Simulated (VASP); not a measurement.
A run of VASP 6.6.1 is set up as follows.

File POSCAR:

```
AlN
1.0
    0.0000000000      2.0070211428      2.0070211428
    2.0070211428      0.0000000000      2.0070211428
    2.0070211428      2.0070211428      0.0000000000
Al N
1 1
Direct
    0.5000000000      0.5000000000      0.5000000000
    0.0000000000      0.0000000000      0.0000000000
```

Contents of INCAR.step1:

```
SYSTEM = AlN
PREC = Accurate
ENCUT = 520
EDIFF = 1E-5
ISMEAR = -1
SIGMA = 0.05
LREAL = .False.
LASPH = .True.
NELM = 80
ALGO = Normal
ISIF = 2
LWAVE = .True.
LCHARG = .False.
GGA = PE
NBANDS = 11
```

Contents of INCAR.step2:

```
SYSTEM = AlN
PREC = Accurate
ENCUT = 520
EDIFF = 1E-6
ISMEAR = -1
SIGMA = 0.05
LREAL = .False.
LASPH = .True.
NELM = 80
ALGO = Normal
ISIF = 2
LWAVE = .False.
LCHARG = .False.
GGA = PE
LHFCALC = .True.
HFSCREEN = 0.2079
PRECFOCK = Normal
ISTART = 1
NBANDS = 11
```

The input KPOINTS:

```
regular mesh
0
Gamma
  6 6 6
  0 0 0
```

Potentials or basis: VASP PAW PBE potentials, release 64 (Al, N).

Run with:

```sh
$ cat potpaw_PBE.64/Al/POTCAR potpaw_PBE.64/N/POTCAR > POTCAR
$ cp INCAR.step1 INCAR
$ mpirun -np 1 vasp_std > vasp.out
$ cp INCAR.step2 INCAR
$ mpirun -np 1 vasp_std > vasp.out
```

Problem. What does it give for the band gap on the k mesh?

Solution. 6.20 eV (least direct gap 7.55 eV).

Problem. Estimate the pressure.

Solution. 3.6 GPa.

Caveat: the k points lie up to 0.45 Å⁻¹ apart; the PAW data sets were made with another functional, which shifts forces and pressure a little. A k mesh can miss the band edges.
